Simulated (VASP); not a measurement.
Crystal: NaIr.

```xyz
2
Lattice="1.8470 -2.6120 0.0000 1.8470 2.6120 0.0000 0.0000 0.0000 5.2240" Properties=species:S:1:pos:R:3 pbc="T T T"
Na    0.0000    0.0000    0.0000
Ir    1.8470    0.0000    2.6120
```

```yaml
Program: VASP 6.6.1
Task: relaxation of cell and atoms
Functional: PBE
Potentials_or_basis: VASP PAW PBE potentials, release 64 (Na_pv, Ir)
Cutoff: 600 eV
k_mesh: 6 × 6 × 4
Occupations: gaussian, width 0.1 eV
Spin: no spin polarisation
```

At the start: pressure -15.4 GPa; volume 25.20 Å³/atom.

**Question.** Where does the relaxation end?

**Answer.** Over 9 steps the energy falls by 917.8 meV/atom and the volume is 16.45 Å³/atom (-34.7 %); space group Cmmm (No. 65, to 0.1 Å) before and after.

Step by step:
```
step  energy change (eV)  largest force (eV/Å)  pressure (GPa)  volume (Å³)
   1              0.0000                0.0000          -15.43        50.40
   2             -1.5468                0.0000           -4.97        34.60
   3             -1.5929                0.0000            1.20        32.69
   4             -1.7885                0.0000            4.34        31.72
   5             -1.8046                0.0000            6.29        31.35
   6             -1.8049                0.0000           -4.42        34.23
   7             -1.8346                0.0000            0.38        32.73
   8             -1.8346                0.0000            0.48        32.71
   9             -1.8357                0.0000           -0.07        32.90
```

Final structure:
```yaml
crystal:
  lattice:
    - [1.39078, -2.31830, 0.00000]
    - [1.39078, 2.31830, 0.00000]
    - [0.00000, 0.00000, 5.10170]
  atoms:
    - { symbol: Na, position: [0.00000, 0.00000, 0.00000] }
    - { symbol: Ir, position: [0.50000, 0.50000, 0.50000] }
```

Caveat: the volume moved by over 15 % at a fixed basis, so the end points are rough.
